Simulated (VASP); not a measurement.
## BP2: single point with PBE

Crystal: BP2.

```
B P
1.0
    -2.42796    2.42796    2.95321
     2.42796   -2.42796    2.95321
     2.42796    2.42796   -2.95321
B P
2 4
Direct
  0.25000 0.25000 0.00000
  0.75000 0.75000 0.00000
  0.66863 0.16863 0.83726
  0.16863 0.33137 0.50000
  0.33137 0.83137 0.16274
  0.83137 0.66863 0.50000
```

* Program: VASP 6.6.1
* Task: single point
* Functional: PBE
* Potentials or basis: VASP PAW PBE potentials, release 64 (B, P)
* Cutoff: 520 eV
* k mesh: 10 × 10 × 10
* Occupations: gaussian, width 0.1 eV
* Spin: no spin polarisation
* Dipole correction: no
* Further INCAR settings: ALGO = Normal; EDIFF = 1e-06; NBANDS = 22

* Pressure: -0.3 GPa
* Largest force: 0.013 eV/Å
* Band gap on the k mesh: zero (bands 13 and 14 overlap by 4.11 eV)

Forces on the atoms (eV/Å):
```
B    0.000  0.000  0.000
B    0.000  0.000  0.000
P   -0.009 -0.009  0.000
P    0.009 -0.009  0.000
P    0.009  0.009  0.000
P   -0.009  0.009  0.000
```

Stress tensor (GPa, compression positive):
```
-0.36  0.00  0.00
 0.00 -0.36  0.00
 0.00  0.00 -0.14
```

Levels at points of the mesh, in eV from the Fermi level:
```csv
k point,band 10,band 11,band 12,band 13,band 14,band 15,band 16,band 17
"(0.00, 0.00, 0.00)",-5.77,-5.50,-5.06,-2.90,-2.78,1.90,4.64,4.64
"(0.50, 0.00, 0.00)",-3.61,-1.43,-1.43,0.19,0.19,1.84,1.84,2.57
"(0.50, 0.50, 0.00)",-1.97,-1.44,-1.01,-0.69,-0.05,0.29,0.31,0.56
"(0.50, 0.50, 0.50)",-3.22,-1.05,-1.05,-0.07,1.18,2.19,2.87,2.87
```

Wall time 81 s on 1 thread of Intel(R) Xeon(R) Platinum 8559C (Emerald Rapids), on a shared host, peak memory 0.27 GiB.
